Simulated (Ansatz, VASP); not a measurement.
One calculation of MnHg, two programs

Contents of INCAR:

```
SYSTEM = MnHg
PREC     = Accurate       ! precision mode
ENCUT    = 520            ! plane-wave cutoff, eV
EDIFF    = 1E-6           ! SCF threshold, eV
ISMEAR   = -1             ! smearing method
SIGMA    = 0.1            ! smearing width, eV
LREAL    = .False.        ! projectors in reciprocal space
LASPH    = .True.         ! aspherical terms in the spheres
NELM     = 150            ! most SCF steps
ALGO     = Normal         ! electronic algorithm
ISIF     = 2              ! what is computed and relaxed
LWAVE    = .False.        ! write WAVECAR
LCHARG   = .False.        ! write CHGCAR
ISPIN    = 2              ! spin polarisation
MAGMOM   = 0 0 4.5 4.5    ! initial moments
LORBIT   = 11             ! projections on sites
LMAXMIX  = 4              ! l up to which the mixer works
GGA      = CA             ! functional
NBANDS   = 37             ! bands
```

KPOINTS

```
Automatic mesh
0
Gamma
  6 8 6
  0 0 0
```

The input POSCAR:

```
MnHg
1.0
   -3.3250000000      0.0000000000     -3.3250000000
    0.0000000000     -3.3250000000      0.0000000000
   -3.3250000000      0.0000000000      3.3250000000
Hg Mn
2 2
Direct
    0.0000000000      0.0000000000      0.0000000000
    0.5000000000      0.0000000000      0.5000000000
    0.0000000000      0.5000000000      0.5000000000
    0.5000000000      0.5000000000      0.0000000000
```

Input for Ansatz:

```yaml
crystal:
  lattice:
    - [-3.325, 0.0, -3.325]
    - [0.0, -3.325, 0.0]
    - [-3.325, 0.0, 3.325]
  atoms:
    - { symbol: Hg, position: [0.0, 0.0, 0.0] }
    - { symbol: Hg, position: [0.5, 0.0, 0.5] }
    - { symbol: Mn, position: [0.0, 0.5, 0.5], spin: 4.5 }
    - { symbol: Mn, position: [0.5, 0.5, 0.0], spin: 4.5 }
magnetization:
  spin_polarized: true
hamiltonian:
  xc: lda
  pseudopotentials: { kind: paw }
basis:
  ecutwfc: 420
kpoints:
  mp_grid: { grid: [6, 8, 6] }
scf:
  occupations: { method: fermi_dirac, width: 0.1 }
  lower_state_search: "off"
output:
  forces: true
  stress: true
```

Alike in both runs: task single point; functional LDA; k mesh 6 × 8 × 6; occupations fermi-dirac, width 0.1 eV; collinear spin.

```csv
,VASP,Ansatz
version,VASP 6.6.1,Ansatz 0.2.0
potentials or method,"VASP PAW LDA potentials, release 64 (Hg, Mn_pv), cutoff 520 eV","PAW, plane waves, scalar-relativistic"
valence electrons in the cell,50,70
```

Ansatz gave:

* pressure (GPa): -10.2
* traceless stress, the component that is largest in VASP (GPa): 0.37
* net moment per atom (μB): 1.92
* size of the moment on the site where the two differ most (μB): 3.77

Q: Estimate VASP's values.

A: Pressure (GPa): -10.3; traceless stress, the component that is largest in VASP (GPa): 0.32; net moment per atom (μB): 1.88; size of the moment on the site where the two differ most (μB): 3.64.

LDA's correlation is that of Perdew and Zunger in VASP and of Perdew and Wang (1992) in Ansatz. Site moments also hang on the region over which each program counts them. VASP's potentials hold 50 valence electrons a cell and Ansatz's 70, so a difference there can come from the potentials and not from the codes.

Spin-orbit coupling is off throughout.
